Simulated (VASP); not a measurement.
# MnS (F-43m) in VASP: further runs

The runs below take MnS through single point, with PBE+U.

All numbers are computed with VASP 6.6.1; they aren't measurements. Logs are shortened: lines on timing, memory, paths and dates and some standing lists are left out, and cuts for length are marked.

## (1) The cell of the first run

Symmetry: F-43m, No. 216, cubic system. Conventional cell: a = 5.600 Å, b = 5.600 Å, c = 5.600 Å, α = 90.00°, β = 90.00°, γ = 90.00°. Within 3.2 Å of Mn (site symmetry -43m) lie 4 S at 2.42 Å. S (site symmetry -43m) has 4 Mn at 2.42 Å within 3.2 Å.

## (2) Single point, PBE+U, collinear spin, ferromagnetic start

Input file INCAR:

```
SYSTEM = MnS
  PREC = Accurate
  ENCUT = 520
  EDIFF = 1E-7
  ISMEAR = 0
  SIGMA = 0.05
  LREAL = .FALSE.
  LASPH = .TRUE.
  NELM = 150
  ALGO = Normal
  ISIF = 2
  LWAVE = .FALSE.
  LCHARG = .TRUE.
  ISPIN = 2
  MAGMOM = 1.25 0
  LORBIT = 11
  NUPDOWN = 1.25
  LMAXMIX = 4
  LDAU = .TRUE.
  LDAUTYPE = 2
  LDAUL = 2 -1
  LDAUU = 3 0
  LDAUJ = 0 0
  LDAUPRINT = 1
  GGA = PE
  LELF = .TRUE.
  LVHAR = .TRUE.
  NBANDS = 20
```

Input file KPOINTS:

```
regular mesh
0
G
  6 6 6
  0 0 0
```

Input file POSCAR:

```
MnS
1.0
    0.0000000000      2.8000000000      2.8000000000
    2.8000000000      0.0000000000      2.8000000000
    2.8000000000      2.8000000000      0.0000000000
Mn S
1 1
Direct
    0.0000000000      0.0000000000      0.0000000000
    0.7500000000      0.7500000000      0.7500000000
```

Potentials or basis: VASP PAW PBE potentials, release 64 (Mn_pv, S).

The run is started by

```bash
$ cat potpaw_PBE.64/Mn_pv/POTCAR potpaw_PBE.64/S/POTCAR > POTCAR
$ mpirun -np 1 vasp_std > vasp.out
```

OUTCAR:

```text
SYSTEM = MnS
   PREC = Accurate
   ENCUT = 520
   EDIFF = 1E-7
   ISMEAR = 0
   LREAL = .FALSE.
   LASPH = .TRUE.
   NELM = 150
   ISIF = 2
   ISPIN = 2
   LORBIT = 11
   NUPDOWN = 1.25
   GGA = PE

 ion  position               nearest neighbor table
   1  0.000  0.000  0.000-   2 2.42   2 2.42   2 2.42   2 2.42
   2  0.750  0.750  0.750-   1 2.42   1 2.42   1 2.42   1 2.42

  LATTYP: Found a face centered cubic cell.
 ALAT       =     5.6000000000

  Lattice vectors:

 A1 = (   0.0000000000,   2.8000000000,   2.8000000000)
 A2 = (   2.8000000000,   0.0000000000,   2.8000000000)
 A3 = (   2.8000000000,   2.8000000000,   0.0000000000)

Analysis of symmetry for initial positions (statically):
=====================================================================
 Subroutine PRICEL returns:
 Original cell was already a primitive cell.

 Routine SETGRP: Setting up the symmetry group for a
 face centered cubic supercell.

 Subroutine GETGRP returns: Found 24 space group operations
 (whereof 24 operations were pure point group operations)
 out of a pool of 48 trial point group operations.

The static configuration has the point symmetry T_d .

Analysis of symmetry for dynamics (positions and initial velocities):
=====================================================================
 Subroutine PRICEL returns:
 Original cell was already a primitive cell.

 Routine SETGRP: Setting up the symmetry group for a
 face centered cubic supercell.

 Subroutine GETGRP returns: Found 24 space group operations
 (whereof 24 operations were pure point group operations)
 out of a pool of 48 trial point group operations.

The dynamic configuration has the point symmetry T_d .

Analysis of structural, dynamic, and magnetic symmetry:
=====================================================================
 Subroutine PRICEL returns:
 Original cell was already a primitive cell.

 Routine SETGRP: Setting up the symmetry group for a
 face centered cubic supercell.

 Subroutine GETGRP returns: Found 24 space group operations
 (whereof 24 operations were pure point group operations)
 out of a pool of 48 trial point group operations.

The overall configuration has the point symmetry T_d .

 Subroutine INISYM returns: Found 24 space group operations
 (whereof 24 operations are pure point group operations),
 and found     1 'primitive' translations

----------------------------------------------------------------------------------------

                                     Primitive cell

  volume of cell :      43.9040

  direct lattice vectors                    reciprocal lattice vectors
     0.000000000  2.800000000  2.800000000    -0.178571429  0.178571429  0.178571429
     2.800000000  0.000000000  2.800000000     0.178571429 -0.178571429  0.178571429
     2.800000000  2.800000000  0.000000000     0.178571429  0.178571429 -0.178571429

  length of vectors
     3.959797975  3.959797975  3.959797975     0.309294787  0.309294787  0.309294787

  position of ions in fractional coordinates (direct lattice)
     0.000000000  0.000000000  0.000000000
     0.750000000  0.750000000  0.750000000

  ion indices of the primitive-cell ions
   primitive index   ion index
                 1           1
                 2           2

----------------------------------------------------------------------------------------

 KPOINTS: regular mesh

Automatic generation of k-mesh.
 Grid dimensions read from file:
 generate k-points for:    6    6    6

 Generating k-lattice:

  Cartesian coordinates                     Fractional coordinates (reciprocal lattice)
    -0.029761905  0.029761905  0.029761905     0.166666667  0.000000000  0.000000000
     0.029761905 -0.029761905  0.029761905     0.000000000  0.166666667  0.000000000
     0.029761905  0.029761905 -0.029761905     0.000000000  0.000000000  0.166666667

  Length of vectors
     0.051549131  0.051549131  0.051549131

  Shift w.r.t. Gamma in fractional coordinates (k-lattice)
     0.000000000  0.000000000  0.000000000

 Subroutine IBZKPT returns following result:
 ===========================================

 Found     16 irreducible k-points:

 Following reciprocal coordinates:
            Coordinates               Weight
  0.000000  0.000000  0.000000      1.000000
  0.166667  0.000000  0.000000      8.000000
  0.333333  0.000000  0.000000      8.000000
  0.500000  0.000000  0.000000      4.000000
  0.166667  0.166667  0.000000      6.000000
  0.333333  0.166667  0.000000     24.000000
[... 8 lines left out ...]
 -0.333333  0.333333  0.166667     24.000000
 -0.333333  0.500000  0.166667     12.000000
   k-points           NKPTS =     16   k-points in BZ     NKDIM =     16   number of bands    NBANDS=     20
   number of dos      NEDOS =    301   number of ions     NIONS =      2
   total plane-waves  NPLWV =  27000
   dimension x,y,z NGX =    30 NGY =   30 NGZ =   30
   dimension x,y,z NGXF=    60 NGYF=   60 NGZF=   60
   ions per type =               1   1
   NGX,Y,Z   is equivalent  to a cutoff of  12.60, 12.60, 12.60 a.u.
   NGXF,Y,Z  is equivalent  to a cutoff of  25.19, 25.19, 25.19 a.u.
 SYSTEM =  MnS
   PREC   = accura    normal or accurate (medium, high low for compatibility)
   ISTART =      0    job   : 0-new  1-cont  2-samecut
   ICHARG =      2    charge: 1-file 2-atom 10-const
   ISPIN  =      2    spin polarized calculation?
   LNONCOLLINEAR =      F non collinear calculations
   LSORBIT =      F    spin-orbit coupling
   LASPH  =      T    aspherical Exc in radial PAW
   ENCUT  =  520.0 eV  38.22 Ry    6.18 a.u.   7.36  7.36  7.36*2*pi/ulx,y,z
   NELM   =    150;   NELMIN=  2; NELMDL= -5     # of ELM steps
   EDIFF  = 0.1E-06   stopping-criterion for ELM
   LREAL  =      F    real-space projection
   EDIFFG = 0.1E-05   stopping-criterion for IOM
   NSW    =      0    number of steps for IOM
   IBRION =     -1    ionic relax: 0-MD 1-quasi-New 2-CG
   NFREE  =      0    steps in history (QN), initial steepest desc. (CG)
   ISIF   =      2    stress and relaxation
   ISYM   =      2    0-nonsym 1-usesym 2-fastsym
   POTIM  = 0.5000    time-step for ionic-motion
   TEBEG  =    0.0;   TEEND  =   0.0 temperature during run
   PSTRESS=    0.0 pullay stress
   NELECT =      19.0000    total number of electrons
   NUPDOWN=       1.2500    fix difference up-down
   EMIN   =  10.00;   EMAX   =-10.00  energy-range for DOS
   EFERMI =   0.00;   METHOD = LEGACY
   ISMEAR =     0;   SIGMA  =   0.05  broadening in eV -4-tet -1-fermi 0-gaus
   EFERMI_NEDOS =   21; number of points for ismear=-14 and -15
   IALGO  =     38    algorithm
   IMIX   =      4    mixing-type and parameters
     AMIX     =   0.40;   BMIX     =  1.00
     AMIX_MAG =   1.60;   BMIX_MAG =  1.00
  volume/ion in A,a.u.               =      21.95       148.14
  Fermi-wavevector in a.u.,A,eV,Ry     =   1.238297  2.340041 20.862879  1.533378
  Thomas-Fermi vector in A             =   2.372828
   LORBIT       =     11    0 simple, 1 ext, 2 COOP (PROOUT), +10 PAW based schemes
 LDA+U is selected, type is set to LDAUTYPE =  2
   angular momentum for each species LDAUL =     2   -1
   U (eV)           for each species LDAUU =   3.0  0.0
   J (eV)           for each species LDAUJ =   0.0  0.0
   GGA     = PE    functional components
   LHFCALC =     F    Hartree Fock is set to
   AEXX    =    0.0000 exact exchange contribution
   IVDW    =     0    specifies the selected vdW correction
   LEPSILON=     F    determine dielectric tensor
   LRPA    =     F    only Hartree local field effects (RPA)
 spin polarized calculation
 Gauss-broadening in eV      SIGMA  =   0.05
  energy-cutoff  :      520.00
  volume of cell :       43.90
 maximum number of plane-waves:      1243
 NGX is ok and might be reduce to    30
   NGX = 15   NGY = 15   NGZ = 15

atom =   1  type =  1  l = 2

 onsite density matrix

spin component  1

  0.4460 -0.0000 -0.0000 -0.0000  0.0000
 -0.0000  0.4460  0.0000 -0.0000 -0.0000
 -0.0000  0.0000  0.9011  0.0000  0.0000
 -0.0000 -0.0000  0.0000  0.4460 -0.0000
  0.0000 -0.0000  0.0000 -0.0000  0.9011

spin component  2

  0.6239  0.0000 -0.0000 -0.0000 -0.0000
  0.0000  0.6239 -0.0000  0.0000 -0.0000
 -0.0000 -0.0000  0.0328  0.0000 -0.0000
 -0.0000  0.0000  0.0000  0.6239  0.0000
 -0.0000 -0.0000 -0.0000  0.0000  0.0328

 occupancies and eigenvectors

  o =  0.0328  v =  0.0000  0.0000  0.0000  0.0000  0.0000  0.0000 -0.0000  0.9982  0.0000 -0.0597      0.0000  0.0000  0.0000  0.0000  0.0000  0.0000  0.0000  0.0000  0.0000  0.0000
  o =  0.0328  v =  0.0000  0.0000  0.0000  0.0000  0.0000  0.0000 -0.0000  0.0597  0.0000  0.9982      0.0000  0.0000  0.0000  0.0000  0.0000  0.0000  0.0000  0.0000  0.0000  0.0000
  o =  0.4460  v =  1.0000  0.0000  0.0000  0.0000  0.0000  0.0000  0.0000  0.0000  0.0000  0.0000      0.0000  0.0000  0.0000  0.0000  0.0000  0.0000  0.0000  0.0000  0.0000  0.0000
  o =  0.4460  v =  0.0000 -0.7471  0.0000 -0.6647 -0.0000  0.0000  0.0000  0.0000  0.0000  0.0000      0.0000  0.0000  0.0000  0.0000  0.0000  0.0000  0.0000  0.0000  0.0000  0.0000
  o =  0.4460  v =  0.0000 -0.6647  0.0000  0.7471 -0.0000  0.0000  0.0000  0.0000  0.0000  0.0000      0.0000  0.0000  0.0000  0.0000  0.0000  0.0000  0.0000  0.0000  0.0000  0.0000
  o =  0.6239  v =  0.0000  0.0000  0.0000  0.0000  0.0000  0.0000  0.9925  0.0000  0.1224  0.0000      0.0000  0.0000  0.0000  0.0000  0.0000  0.0000  0.0000  0.0000  0.0000  0.0000
  o =  0.6239  v =  0.0000  0.0000  0.0000  0.0000  0.0000  0.0000 -0.1224 -0.0000  0.9925 -0.0000      0.0000  0.0000  0.0000  0.0000  0.0000  0.0000  0.0000  0.0000  0.0000  0.0000
  o =  0.6239  v =  0.0000  0.0000  0.0000  0.0000  0.0000  1.0000  0.0000  0.0000  0.0000  0.0000      0.0000  0.0000  0.0000  0.0000  0.0000  0.0000  0.0000  0.0000  0.0000  0.0000
  o =  0.9011  v =  0.0000  0.0000  0.9925 -0.0000 -0.1220  0.0000  0.0000  0.0000  0.0000  0.0000      0.0000  0.0000  0.0000  0.0000  0.0000  0.0000  0.0000  0.0000  0.0000  0.0000
  o =  0.9011  v =  0.0000 -0.0000  0.1220 -0.0000  0.9925  0.0000  0.0000  0.0000  0.0000  0.0000      0.0000  0.0000  0.0000  0.0000  0.0000  0.0000  0.0000  0.0000  0.0000  0.0000

 number of electron      18.9999986 magnetization       1.2500004

 Free energy of the ion-electron system (eV)
  ---------------------------------------------------
  ext. energy  EPLUGINS =         0.00000000
  ---------------------------------------------------
  free energy    TOTEN  =        -9.85581380 eV

  energy without entropy =       -9.85111045  energy(sigma->0) =       -9.85346212

 E-fermi :   4.1070     XC(G=0):  -9.4142

 val. band max:        4.1707168222   @ k =  -0.3333   0.3333   0.1667
 cond. band min:       4.2018961745   @ k =  -0.3333   0.1667   0.0000
 fundamental gap:      0.0311793524
 Fermi energy:         4.1867376629

 spin component 1

 k-point     1 :       0.0000    0.0000    0.0000
  band No.  band energies     occupation
      1     -44.4116      1.00000
      2     -44.4115      1.00000
      3     -44.4115      1.00000
      4      -9.6517      1.00000
      5       0.4050      1.00000
      6       0.4051      1.00000
[... 12 lines left out ...]
     19      16.8627      0.00000
[... 328 lines left out ...]
      3     -44.4130      1.00000
      4      -8.8056      1.00000
      5      -1.0614      1.00000
      6      -0.1330      1.00000
[... 12 lines left out ...]
     19      17.2857      0.00000
     20      17.5957      0.00000
 Fermi energy:         4.1069772605

 spin component 2

 k-point     1 :       0.0000    0.0000    0.0000
  band No.  band energies     occupation
      1     -43.1264      1.00000
      2     -43.1263      1.00000
      3     -43.1263      1.00000
      4      -9.6593      1.00000
      5       0.2822      1.00000
      6       0.2822      1.00000
[... 12 lines left out ...]
     19      16.8808      0.00000
[... 329 lines left out ...]
      4      -8.8580      1.00000
      5      -0.6473      1.00000
      6       0.1177      1.00000
[... 12 lines left out ...]
     19      17.5655      0.00000
     20      17.6778      0.00000

------------------------ aborting loop because EDIFF is reached ----------------------------------------

  FORCE on cell =-STRESS in cart. coord.  units (eV):
  Direction    XX          YY          ZZ          XY          YZ          ZX
  --------------------------------------------------------------------------------------
  -------------------------------------------------------------------------------------
  Total       -3.3723426     -3.3723426     -3.3723426      0.0000000      0.0000000      0.0000000
  in kB     -123.0660284   -123.0660284   -123.0660284      0.0000000      0.0000000      0.0000000
  external PRESSURE =    -123.0660284 kB  Pullay stress =       0.0000000 kB

 VOLUME and BASIS-vectors are now :
 -----------------------------------------------------------------------------
  energy-cutoff  :      520.00
  volume of cell :       43.90
      direct lattice vectors                 reciprocal lattice vectors
     0.000000000  2.800000000  2.800000000    -0.178571429  0.178571429  0.178571429
     2.800000000  0.000000000  2.800000000     0.178571429 -0.178571429  0.178571429
     2.800000000  2.800000000  0.000000000     0.178571429  0.178571429 -0.178571429

 POSITION                                       TOTAL-FORCE (eV/Angst)
 -----------------------------------------------------------------------------------
      0.00000      0.00000      0.00000        -0.000000     -0.000000     -0.000000
      4.20000      4.20000      4.20000         0.000000      0.000000      0.000000
 -----------------------------------------------------------------------------------
    total drift:                                0.000001      0.000001      0.000000

  FREE ENERGIE OF THE ION-ELECTRON SYSTEM (eV)
  ---------------------------------------------------
  free  energy   TOTEN  =        -9.8558137985 eV

  energy  without entropy=       -9.8511104493  energy(sigma->0) =       -9.85346212

 total charge

# of ion       s       p       d       tot
------------------------------------------
    1        0.243   6.172   5.054  11.469
    2        1.322   2.341   0.000   3.664
--------------------------------------------------
tot          1.566   8.513   5.054  15.133

 magnetization (x)

# of ion       s       p       d       tot
------------------------------------------
    1        0.016   0.006   1.199   1.221
    2       -0.007  -0.032   0.000  -0.039
--------------------------------------------------
tot          0.009  -0.026   1.199   1.182
```

It took 23 s on 1 thread of Intel Xeon 6975P-C (Granite Rapids), shared host; peak memory 0.19 GiB.

What came out:

| Property | Result |
| --- | --- |
| Free energy | -9.8558 eV |
| Pressure | -12.3 GPa |
| Net moment | 1.25 μB per cell |
| Site moments | Mn +1.22; S -0.04 μB |
| Valence electrons inside the program's atomic spheres | Mn 11.47; S 3.66 |

Eigenvalues of the final occupation matrices:
```tsv
site	spin	trace	eigenvalues
site 1 d	1	3.14	0.45 0.45 0.45 0.90 0.90
site 1 d	2	1.94	0.03 0.03 0.62 0.62 0.62
```

Caveat: the total moment is fixed, so each spin has its own Fermi level; a cell with one magnetic atom can't hold antiferromagnetic order, which such compounds often take. The state reached can hang on the start; a lower one may exist.

## (3) Single point, PBE+U, collinear spin, ferrimagnetic start

Input file INCAR:

```
SYSTEM = MnS
ALGO = Normal ; EDIFF = 1E-6
ENCUT = 520 ; GGA = PE
ISIF = 2 ; ISMEAR = 0
ISPIN = 2 ; LASPH = .True.
LCHARG = .False. ; LDAU = .True.
LDAUJ = 0 0 ; LDAUL = 2 -1
LDAUPRINT = 1 ; LDAUTYPE = 2
LDAUU = 3 0 ; LMAXMIX = 4
LORBIT = 11 ; LREAL = .False.
LWAVE = .False. ; MAGMOM = 4.51 -0.05
NBANDS = 20 ; NELM = 150
NUPDOWN = 4.5 ; PREC = Accurate
SIGMA = 0.05
```

Input file KPOINTS:

```
k-points
0
Gamma
  6 6 6
  0 0 0
```

POSCAR is that of step 2.

Potentials or basis: VASP PAW PBE potentials, release 64 (Mn_pv, S).

The run is started by

```bash
$ cat potpaw_PBE.64/Mn_pv/POTCAR potpaw_PBE.64/S/POTCAR > POTCAR
$ mpirun -np 1 vasp_std > vasp.out
```

OUTCAR:

```text
SYSTEM = MnS
   EDIFF = 1E-6
   ENCUT = 520
   GGA = PE
   ISIF = 2
   ISMEAR = 0
   ISPIN = 2
   LASPH = .True.
   LORBIT = 11
   LREAL = .False.
   NELM = 150
   NUPDOWN = 4.5
   PREC = Accurate

 ion  position               nearest neighbor table
   1  0.000  0.000  0.000-   2 2.42   2 2.42   2 2.42   2 2.42
   2  0.750  0.750  0.750-   1 2.42   1 2.42   1 2.42   1 2.42

  LATTYP: Found a face centered cubic cell.
 ALAT       =     5.6000000000

  Lattice vectors:

 A1 = (   0.0000000000,   2.8000000000,   2.8000000000)
 A2 = (   2.8000000000,   0.0000000000,   2.8000000000)
[... 975 lines left out ...]
  external PRESSURE =      -0.3709907 kB  Pullay stress =       0.0000000 kB

 VOLUME and BASIS-vectors are now :
 -----------------------------------------------------------------------------
  energy-cutoff  :      520.00
  volume of cell :       43.90
      direct lattice vectors                 reciprocal lattice vectors
     0.000000000  2.800000000  2.800000000    -0.178571429  0.178571429  0.178571429
     2.800000000  0.000000000  2.800000000     0.178571429 -0.178571429  0.178571429
     2.800000000  2.800000000  0.000000000     0.178571429  0.178571429 -0.178571429

 POSITION                                       TOTAL-FORCE (eV/Angst)
 -----------------------------------------------------------------------------------
      0.00000      0.00000      0.00000        -0.000000     -0.000000      0.000000
      4.20000      4.20000      4.20000         0.000000      0.000000      0.000000
 -----------------------------------------------------------------------------------
    total drift:                                0.000001      0.000001      0.000001

  FREE ENERGIE OF THE ION-ELECTRON SYSTEM (eV)
  ---------------------------------------------------
  free  energy   TOTEN  =       -12.8171048727 eV

  energy  without entropy=      -12.8139090894  energy(sigma->0) =      -12.81550698

 total charge

# of ion       s       p       d       tot
------------------------------------------
    1        0.258   6.208   4.914  11.380
    2        1.320   2.432   0.000   3.752
--------------------------------------------------
tot          1.578   8.640   4.914  15.132

 magnetization (x)

# of ion       s       p       d       tot
------------------------------------------
    1        0.046   0.048   4.208   4.302
    2        0.005  -0.061   0.000  -0.055
--------------------------------------------------
tot          0.052  -0.013   4.208   4.247
```

Wall time 16 s (1 thread of Intel Xeon 6975P-C (Granite Rapids), shared host); peak memory 0.19 GiB.

Results:

```yaml
Free_energy: -12.8171 eV
Pressure: 0.0 GPa
Net_moment: 4.50 μB per cell
Site_moments: Mn +4.30; S -0.06 μB
Valence_electrons_inside_the_program's_atomic_spheres: Mn 11.38; S 3.75
```

Eigenvalues of the final occupation matrices:
| site | spin | trace | eigenvalues |
| --- | --- | --- | --- |
| site 1 d | 1 | 4.58 | 0.91 0.91 0.91 0.93 0.93 |
| site 1 d | 2 | 0.36 | 0.02 0.02 0.10 0.10 0.10 |

Caveat: the total moment is fixed, so each spin has its own Fermi level; a cell with one magnetic atom can't hold antiferromagnetic order, which such compounds often take.

(Continued in part 2 of 2.)
